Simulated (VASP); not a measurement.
Set up this calculation in VASP 6.6.1, as the native input.

```yaml
Task: single point
Functional: PBEsol
Potentials_or_basis: VASP PAW PBE potentials, release 64 (Al, N)
Cutoff: 520 eV
k_mesh: 9 × 9 × 6
Occupations: gaussian, width 0.05 eV
Spin: no spin polarisation
Dipole_correction: no
Further_INCAR_settings: ALGO = Normal; EDIFF = 1e-06; NBANDS = 16
```

The structure of AlN lies in POSCAR:

```
AlN
1.0
    3.3610000000      0.0000000000      0.0000000000
   -1.6805000000      2.9107113821      0.0000000000
    0.0000000000      0.0000000000      3.9756000000
Al N
2 2
Direct
    0.3333333333      0.6666666667      0.7500000000
    0.6666666667      0.3333333333      0.2500000000
    0.3333333333      0.6666666667      0.2500000000
    0.6666666667      0.3333333333      0.7500000000
```

The input as run:

INCAR

```
PREC     = Accurate       # precision mode
ENCUT    = 520            # plane-wave cutoff, eV
EDIFF    = 1E-6           # SCF threshold, eV
ISMEAR   = 0              # smearing method
SIGMA    = 0.05           # smearing width, eV
LREAL    = F              # projectors in reciprocal space
LASPH    = T              # aspherical terms in the spheres
NELM     = 80             # most SCF steps
ALGO     = Normal         # electronic algorithm
ISIF     = 2              # what is computed and relaxed
LWAVE    = F              # write WAVECAR
LCHARG   = F              # write CHGCAR
GGA      = PS             # functional
NBANDS   = 16             # bands
```

KPOINTS

```
Automatic mesh
0
Gamma
  9 9 6
```

Potentials or basis: VASP PAW PBE potentials, release 64 (Al, N).

Launch:

```console
$ cat potpaw_PBE.64/Al/POTCAR potpaw_PBE.64/N/POTCAR > POTCAR
$ mpirun -np 1 vasp_std > vasp.out
```

Results of the run:

```yaml
Pressure: 1.0 GPa
Band_gap_on_the_k_mesh: 3.53 eV, direct
```

Caveat: the PAW data sets were made with another functional, which shifts forces and pressure a little.

Run time: 60 s on 1 thread of AMD EPYC 7R13, on a shared host, peak memory 0.14 GiB.
